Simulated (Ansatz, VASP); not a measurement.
**C in VASP and in Ansatz**

```xyz
16
Lattice="2.5092 0.0000 0.0000 -1.2546 2.1730 0.0000 0.0000 0.0000 16.4726" Properties=species:S:1:pos:R:3 pbc="T T T"
C     0.0000    0.0000    0.0062
C     0.0000    0.0000    1.5451
C     0.0000    1.4487    2.0583
C     0.0000    1.4487    3.5972
C     1.2546    0.7243    4.1104
C     1.2546    0.7243    5.6492
C     0.0000    0.0000    6.1626
C     0.0000    0.0000    7.7001
C     0.0000    1.4487    8.2174
C     0.0000    1.4487    9.7775
C     0.0000    0.0000   10.2985
C     0.0000    0.0000   11.8585
C     0.0000    1.4487   12.3758
C     0.0000    1.4487   13.9133
C     1.2546    0.7243   14.4268
C     1.2546    0.7243   15.9655
```

Alike in both runs: functional PBEsol; k mesh 12 × 12 × 2; occupations gaussian, width 0.02 eV; no spin polarisation.

Ansatz relaxed the structure, and its values are those at the end. VASP's run is a single point on that final structure, the one shown.

|  | VASP | Ansatz |
| --- | --- | --- |
| version | VASP 6.6.1 | Ansatz 0.2.0 |
| potentials or method | VASP PAW PBE potentials, release 64 (C_h), cutoff 910 eV | scalar-relativistic, plane waves, PAW |
| valence electrons in the cell | 64 | 64 |

Ansatz gave:

```
gap on the k mesh at the Fermi level (eV) : 4.18
least direct gap on the mesh (eV)         : 5.36
```

Question: Estimate VASP's values.

Answer: gap on the k mesh at the Fermi level (eV): 4.17; least direct gap on the mesh (eV): 5.36.

VASP's potentials were made for PBE, not for PBEsol.

Noted on VASP's run: the cutoff is short for stress, so the pressure is rough.
